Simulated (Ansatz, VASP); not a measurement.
Two plane-wave programs on Ta

```
Ta
1.0
     4.88469    0.00000    0.00000
    -2.44235    4.23027    0.00000
     0.00000    0.00000    2.74288
Ta
3
Direct
  0.00000 0.00000 0.00000
  0.33333 0.66667 0.50000
  0.66667 0.33333 0.50000
```

Alike in both runs: task single point; functional revPBE; k mesh 9 × 9 × 13; occupations fermi-dirac, width 0.1 eV; no spin polarisation.

```csv
,VASP,Ansatz
version,VASP 6.6.1,Ansatz 0.2.0
potentials or method,"VASP PAW PBE potentials, release 64 (Ta_pv), cutoff 520 eV","plane waves (420 eV) with PAW, scalar-relativistic"
valence electrons in the cell,33,39
```

```csv
,VASP,Ansatz,Ansatz less VASP
pressure (GPa),0.1,0.0,-0.07
"traceless stress, the component that is largest in VASP (GPa)",-0.14,-0.18,-0.048
```

VASP's potentials were made for PBE, not for revPBE. VASP's potentials hold 33 valence electrons a cell and Ansatz's 39, so a difference there can come from the potentials and not from the codes.

Spin-orbit coupling is off throughout.
